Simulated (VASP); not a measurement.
Ga3P2N:

```xyz
6
Lattice="-1.7231 5.1692 2.4368 1.7231 -5.1692 2.4368 1.7231 5.1692 -2.4368" Properties=species:S:1:pos:R:3 pbc="T T T"
N     0.0000    0.0000    0.0000
Ga    1.7231    0.0000    1.2184
Ga    1.7231    3.4461    1.2184
Ga    0.0000    1.7231    3.6551
P     0.0000    3.4461    0.0000
P     0.0000    6.8922    0.0000
```

| Item | Value |
| --- | --- |
| Program | VASP 6.6.1 |
| Task | relaxation of cell and atoms |
| Functional | PBE |
| Potentials or basis | VASP PAW PBE potentials, release 64 (N, Ga_d, P) |
| Cutoff | 600 eV |
| k mesh | 8 × 8 × 8 |
| Occupations | fermi-dirac, width 0.02 eV |
| Spin | no spin polarisation |

At the start: pressure 33.5 GPa; volume 14.47 Å³/atom.

Q: How do energy, volume and symmetry change on relaxing?

A: Over 23 steps the energy falls by 530.6 meV/atom and the volume is 17.43 Å³/atom (+20.4 %); space group Imm2 (No. 44, to 0.1 Å) before and after.

Step by step:
```csv
step,energy change (eV),largest force (eV/Å),pressure (GPa),volume (Å³)
1,0.0000,5.1379,33.55,86.81
2,-1.8537,0.6596,-12.92,130.71
3,-2.8490,1.4697,-4.03,110.60
4,-2.8513,1.5294,-3.53,109.84
5,-2.8509,1.5691,-3.10,109.34
6,-3.1300,0.7171,-0.86,105.85
7,-3.1726,0.3138,0.78,103.95
8,-3.1729,0.2797,0.60,104.09
9,-3.1816,0.0994,-0.21,104.87
10,-3.1816,0.0995,-0.23,104.87
11,-3.1832,0.0368,-0.02,104.61
12,-3.1834,0.0280,0.07,104.51
13,-3.1834,0.0261,0.10,104.50
14,-3.1835,0.0167,-0.11,104.64
15,-3.1835,0.0182,-0.05,104.61
16,-3.1835,0.0164,-0.07,104.62
17,-3.1836,0.0110,0.00,104.57
18,-3.1836,0.0097,0.01,104.56
19,-3.1836,0.0094,0.06,104.53
20,-3.1836,0.0100,-0.03,104.55
21,-3.1836,0.0088,0.04,104.54
22,-3.1836,0.0107,0.01,104.54
23,-3.1836,0.0027,-0.02,104.55
```

Final structure:
```yaml
crystal:
  lattice:
    - [-1.83616, 5.52779, 2.57517]
    - [1.83616, -5.52779, 2.57517]
    - [1.83616, 5.52779, -2.57517]
  atoms:
    - { symbol: N, position: [0.99937, 0.99937, 0.00000] }
    - { symbol: Ga, position: [0.20198, 0.70198, 0.50000] }
    - { symbol: Ga, position: [0.63037, 0.77671, 0.85367] }
    - { symbol: Ga, position: [0.92304, 0.77671, 0.14633] }
    - { symbol: P, position: [0.33345, 0.99762, 0.33583] }
    - { symbol: P, position: [0.66179, 0.99762, 0.66417] }
```

Caveat: the volume moved by over 15 % at a fixed basis, so the end points are rough.
